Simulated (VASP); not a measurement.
# LiF: dielectric tensor with r2SCAN

LiF:

```
Li F
1.0
     0.00000    1.99510    1.99510
     1.99510    0.00000    1.99510
     1.99510    1.99510    0.00000
Li F
1 1
Direct
  0.00000 0.00000 0.00000
  0.50000 0.50000 0.50000
```

* Program: VASP 6.6.1
* Task: dielectric tensor
* Functional: r2SCAN
* Potentials or basis: VASP PAW PBE potentials, release 64 (Li_sv, F)
* Cutoff: 520 eV
* k mesh: 10 × 10 × 10
* Occupations: gaussian, width 0.01 eV
* Spin: no spin polarisation
* Dipole correction: no
* Further INCAR settings: ALGO = Normal; EDIFF = 1e-08

- Band gap on the k mesh: 10.55 eV, direct
- Electronic dielectric tensor (diagonal): 1.99
- Born charges (mean of the diagonal): Li +1.06; F -1.06 e

Levels at points of the mesh, in eV from the valence-band top:
```tsv
k point	band 2	band 3	band 4	band 5	band 6	band 7	band 8	band 9
(0.00, 0.00, 0.00)	-21.17	0.00	0.00	0.00	10.55	25.77	25.77	25.77
(0.50, 0.00, 0.00)	-20.74	-2.58	-0.25	-0.25	11.99	18.49	20.68	20.68
(0.50, 0.50, 0.00)	-20.46	-3.13	-1.05	-1.05	16.34	17.58	19.48	22.28
```

Electronic dielectric tensor:
```
1.99 0.00 0.00
0.00 1.99 0.00
0.00 0.00 1.99
```

Born effective charge tensors (e):
atom 1, Li
```
1.06 0.00 0.00
0.00 1.06 0.00
0.00 0.00 1.06
```
atom 2, F
```
-1.06  0.00  0.00
 0.00 -1.06  0.00
 0.00  0.00 -1.06
```

Dipole moments of the cell (e·Å, modulo the quantum): ionic -13.966, -13.966, -13.966; electronic 0.000, 0.000, 0.001

Wall time 23 min on 1 thread of AMD EPYC 9R45 96-Core Processor (Zen 5) (shared host), peak memory 0.28 GiB.

Caveat: the PAW data sets were made with another functional, which shifts forces and pressure a little. r2SCAN opens gaps a little over a GGA but as a rule still falls short of measured ones.
